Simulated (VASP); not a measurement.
AlRh, 2 atoms in the cell. Symmetry: Pm-3m, No. 221, cubic system. Conventional cell: a = 2.949 Å, b = 2.949 Å, c = 2.949 Å, α = 90.00°, β = 90.00°, γ = 90.00°. Al (site symmetry m-3m) has 8 Rh at 2.55 Å and 6 Al at 2.95 Å within 3.4 Å. Within 3.4 Å of Rh (site symmetry m-3m) lie 8 Al at 2.55 Å and 6 Rh at 2.95 Å. 

* Program: VASP 6.6.1
* Task: single point
* Functional: LDA
* Potentials or basis: VASP PAW LDA potentials, release 64 (Al, Rh_pv)
* Cutoff: 520 eV
* k mesh: 14 × 14 × 14
* Occupations: fermi-dirac, width 0.1 eV
* Spin: no spin polarisation
* Dipole correction: no
* Further INCAR settings: ALGO = Normal; EDIFF = 1e-06; NBANDS = 16

Potentials or basis: VASP PAW LDA potentials, release 64 (Al, Rh_pv).

The run is started by

```sh
$ cat potpaw_LDA.64/Al/POTCAR potpaw_LDA.64/Rh_pv/POTCAR > POTCAR
$ mpirun -np 1 vasp_std > vasp.out
```

Hardware: 1 thread of Intel(R) Xeon(R) Platinum 8488C (Sapphire Rapids), on a shared host.

Question: How long does it take, and how much memory?

Answer: It took 18 s on 1 thread of Intel(R) Xeon(R) Platinum 8488C (Sapphire Rapids), on a shared host, peak memory 0.16 GiB. Counts: scf iterations 11, k points 120.
